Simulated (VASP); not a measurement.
## ZnS: single point with PBEsol+D3(BJ)

Crystal: ZnS.

```
Zn S
1.0
     0.00000    2.53102    2.53102
     2.53102    0.00000    2.53102
     2.53102    2.53102    0.00000
Zn S
1 1
Direct
  0.00000 0.00000 0.00000
  0.50000 0.50000 0.50000
```

```json
{
 "Program": "VASP 6.6.1",
 "Task": "single point",
 "Functional": "PBEsol",
 "Dispersion": "D3(BJ)",
 "Potentials or basis": "VASP PAW PBE potentials, release 64 (Zn, S)",
 "Cutoff": "500 eV",
 "k mesh": "6 × 6 × 6",
 "Occupations": "fermi-dirac, width 0.02 eV",
 "Spin": "no spin polarisation",
 "Dipole correction": "no",
 "Further INCAR settings": "ALGO = Normal; EDIFF = 1e-06; NBANDS = 16"
}
```

* Pressure: -5.3 GPa
* Band gap on the k mesh: zero (band 9 reaches 3.97 eV, above the bottom of band 10 at 3.58 eV)
* Dispersion energy per atom: -0.313 eV

Levels at points of the mesh, in eV from the Fermi level:
| k point | band 7 | band 8 | band 9 | band 10 | band 11 | band 12 |
| --- | --- | --- | --- | --- | --- | --- |
| (0.00, 0.00, 0.00) | -0.63 | -0.63 | -0.63 | 1.84 | 8.96 | 8.96 |
| (0.50, 0.00, 0.00) | -5.44 | -0.11 | -0.11 | 3.71 | 5.46 | 5.46 |
| (0.50, 0.50, 0.00) | -5.43 | -2.63 | -2.63 | -0.41 | 5.24 | 11.83 |

Run time: 5.9 s on 1 thread of Intel(R) Xeon(R) 6975P-C (Granite Rapids), on a shared host, peak memory 0.16 GiB.

Caveat: the PAW data sets were made with another functional, which shifts forces and pressure a little; pairwise dispersion overbinds metals, which lowers pressure and volume.
